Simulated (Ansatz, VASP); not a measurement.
# TePb in VASP and in Ansatz

```
Pb Te
1.0
     5.49838    0.00000    0.00000
    -2.74919    4.76173    0.00000
     0.00000    0.00000    6.57525
Pb Te
2 2
Direct
  0.33333 0.66667 0.25000
  0.66667 0.33333 0.75000
  0.66667 0.33333 0.25000
  0.33333 0.66667 0.75000
```

Alike in both runs: task single point; functional HSE06; k mesh 3 × 3 × 2; occupations gaussian, width 0.5 eV; no spin polarisation.

```csv
,VASP,Ansatz
version,VASP 6.6.1,Ansatz 0.2.0
potentials or method,"VASP PAW PBE potentials, release 64 (Pb_d, Te)",plane waves
plane-wave cutoff (eV),520,420
valence electrons in the cell,40,60
```

Ansatz gave:

```
pressure (GPa)                                                : 0.3
traceless stress, the component that is largest in VASP (GPa) : 2.43
```

Question: Which values does VASP return?

Answer: Pressure (GPa): 0.2; traceless stress, the component that is largest in VASP (GPa): 2.45.

VASP's potentials hold 40 valence electrons a cell and Ansatz's 60, so a difference there can come from the potentials and not from the codes. Ansatz's warnings: stress exchange threshold loose, stress scf threshold loose.

The k mesh is coarse, so the values compare programs but aren't converged. Spin-orbit coupling is off throughout.
